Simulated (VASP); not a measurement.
# CaO (F-43m) in VASP: further runs, part 2 of 2

VASP 6.6.1.

**4. Single point, r2SCAN (volume changed by -3%)**

Input file POSCAR:

```
CaO
1.0
    0.0000000000      2.5803993172      2.5803993172
    2.5803993172      0.0000000000      2.5803993172
    2.5803993172      2.5803993172      0.0000000000
Ca O
1 1
Direct
    0.0000000000      0.0000000000      0.0000000000
    0.2500000000      0.2500000000      0.2500000000
```

Input file INCAR.step1:

```
SYSTEM = CaO
PREC     = Accurate       ! precision mode
ENCUT    = 520            ! plane-wave cutoff, eV
ISMEAR   = 0              ! smearing method
SIGMA    = 0.01           ! smearing width, eV
LREAL    = .False.        ! projectors in reciprocal space
LASPH    = .True.         ! aspherical terms in the spheres
NELM     = 60             ! most SCF steps
NBANDS   = 15             ! bands
GGA      = PE             ! functional
ALGO     = Normal         ! electronic algorithm
EDIFF    = 1E-4           ! SCF threshold, eV
LWAVE    = .True.         ! write WAVECAR
LCHARG   = .False.        ! write CHGCAR
```

Input file INCAR.step2:

```
SYSTEM = CaO
PREC     = Accurate       ! precision mode
ENCUT    = 520            ! plane-wave cutoff, eV
EDIFF    = 1E-6           ! SCF threshold, eV
ISMEAR   = 0              ! smearing method
SIGMA    = 0.01           ! smearing width, eV
LREAL    = .False.        ! projectors in reciprocal space
LASPH    = .True.         ! aspherical terms in the spheres
NELM     = 60             ! most SCF steps
ALGO     = Normal         ! electronic algorithm
ISIF     = 2              ! what is computed and relaxed
LWAVE    = .False.        ! write WAVECAR
LCHARG   = .True.         ! write CHGCAR
METAGGA  = R2SCAN         ! meta-GGA
LMIXTAU  = .True.       
LELF     = .True.         ! ELF
LVHAR    = .True.       
NBANDS   = 15             ! bands
ISTART   = 1
```

Input file KPOINTS:

```
regular mesh
0
Gamma
  8 8 8
  0 0 0
```

Potentials or basis: VASP PAW PBE potentials, release 64 (Ca_sv, O).

Started as:

```console
$ cat potpaw_PBE.64/Ca_sv/POTCAR potpaw_PBE.64/O/POTCAR > POTCAR
$ cp INCAR.step1 INCAR
$ mpirun -np 1 vasp_std > vasp.out
$ cp INCAR.step2 INCAR
$ mpirun -np 1 vasp_std > vasp.out
```

OUTCAR:

```text
SYSTEM = CaO
   PREC = Accurate
   ENCUT = 520
   EDIFF = 1E-6
   ISMEAR = 0
   LREAL = .False.
   LASPH = .True.
   NELM = 60
   ISIF = 2
   METAGGA = R2SCAN
   ISTART = 1

 ion  position               nearest neighbor table
   1  0.000  0.000  0.000-   2 2.23   2 2.23   2 2.23   2 2.23
   2  0.250  0.250  0.250-   1 2.23   1 2.23   1 2.23   1 2.23

  LATTYP: Found a face centered cubic cell.
 ALAT       =     5.1607986344

  Lattice vectors:

[... 617 lines left out ...]
 [... further k-points ...]

------------------------ aborting loop because EDIFF is reached ----------------------------------------

  FORCE on cell =-STRESS in cart. coord.  units (eV):
  Direction    XX          YY          ZZ          XY          YZ          ZX
  --------------------------------------------------------------------------------------
  -------------------------------------------------------------------------------------
  Total        0.7871192      0.7871192      0.7871192      0.0000000      0.0000000      0.0000000
  in kB       36.6995171     36.6995171     36.6995171      0.0000000      0.0000000      0.0000000
  external PRESSURE =      36.6995171 kB  Pullay stress =       0.0000000 kB

 VOLUME and BASIS-vectors are now :
 -----------------------------------------------------------------------------
  energy-cutoff  :      520.00
  volume of cell :       34.36
      direct lattice vectors                 reciprocal lattice vectors
     0.000000000  2.580399317  2.580399317    -0.193768459  0.193768459  0.193768459
     2.580399317  0.000000000  2.580399317     0.193768459 -0.193768459  0.193768459
     2.580399317  2.580399317  0.000000000     0.193768459  0.193768459 -0.193768459

 POSITION                                       TOTAL-FORCE (eV/Angst)
 -----------------------------------------------------------------------------------
      0.00000      0.00000      0.00000        -0.000000     -0.000000     -0.000000
      1.29020      1.29020      1.29020         0.000000      0.000000      0.000000
 -----------------------------------------------------------------------------------
    total drift:                               -0.000000     -0.000000     -0.000000

  FREE ENERGIE OF THE ION-ELECTRON SYSTEM (eV)
  ---------------------------------------------------
  free  energy   TOTEN  =       -18.9243583111 eV

  energy  without entropy=      -18.9243583111  energy(sigma->0) =      -18.92435831
```

Run time: 64 s. Hardware: 1 thread of Intel Xeon 6975P-C (Granite Rapids), shared host; peak memory 0.17 GiB.

What came out:

```yaml
Free_energy: -18.9244 eV
Pressure: 3.7 GPa
Band_gap_on_the_k_mesh: 3.84 eV, indirect (least direct gap 4.52 eV)
```

Caveat: the PAW data sets were made with another functional, which shifts forces and pressure a little.

**5. The runs side by side**

| level | cell | gap on the mesh (eV) | pressure (GPa) |
| --- | --- | --- | --- |
| PBE | a = 3.780 Å, angles 60.0°, 2 atoms | 3.07 | -3.5 |
| r2SCAN | a = 3.611 Å, angles 60.0°, 2 atoms | 3.95 | 6.9 |
| r2SCAN | a = 3.649 Å, angles 60.0°, 2 atoms | 3.84 | 3.7 |

Alike in all rows: task single point; potentials or basis VASP PAW PBE potentials, release 64 (Ca_sv, O); no spin polarisation; k mesh 8 × 8 × 8; cutoff (eV) 520; smearing gaussian 0.01 eV.

Caveats: the PAW data sets were made with another functional, which shifts forces and pressure a little (some runs).

Absolute energies hang on the potentials; compare differences alone.
